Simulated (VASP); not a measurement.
Here is a VASP 6.6.1 calculation.

INCAR

```
SYSTEM = CoO
PREC = Accurate ; ENCUT = 520
EDIFF = 1E-6 ; ISMEAR = 0
SIGMA = 0.02 ; LREAL = .FALSE.
LASPH = .TRUE. ; NELM = 150
ALGO = Normal ; ISIF = 2
LWAVE = .FALSE. ; LCHARG = .TRUE.
ISPIN = 2 ; MAGMOM = -2.67 2.67 0 0
LORBIT = 11 ; LMAXMIX = 4
LDAU = .TRUE. ; LDAUTYPE = 2
LDAUL = 2 -1 ; LDAUU = 3.32 0
LDAUJ = 0 0 ; LDAUPRINT = 1
GGA = PE ; LELF = .TRUE.
LVHAR = .TRUE. ; NBANDS = 27
```

File KPOINTS:

```
regular mesh
0
G
  12 12 6
  0 0 0
```

The input POSCAR:

```
CoO
1.0
    3.3179464929      0.0000000000      0.0000000000
   -1.6589732465      2.8734259512      0.0000000000
    0.0000000000      0.0000000000      5.3476355197
Co O
2 2
Direct
    0.0000000000      0.0000000000      0.0005751789
    0.3333333333      0.6666666667      0.5005751581
    0.0000000000      0.0000000000      0.3744253323
    0.3333333333      0.6666666667      0.8744253307
```

Potentials or basis: VASP PAW PBE potentials, release 64 (Co, O).

Launch:

```bash
$ cat potpaw_PBE.64/Co/POTCAR potpaw_PBE.64/O/POTCAR > POTCAR
$ mpirun -np 1 vasp_std > vasp.out
```

Task: What does it give for the band gap on the k mesh?

Result: 1.19 eV (least direct gap 1.28 eV).

Task: Predict the largest force.

Result: 0.019 eV/Å.

Task: Predict the site moments.

Result: Co -2.67, +2.67; O +0.08, -0.08 μB.

Task: Predict the net moment.

Result: 0.00 μB per cell.

Stress tensor (GPa, compression positive):
```
-4.91  0.00  0.00
 0.00 -4.91  0.00
 0.00  0.00 -5.19
```

Caveat: the cell stands under tension. The state reached can hang on the start; a lower one may exist.
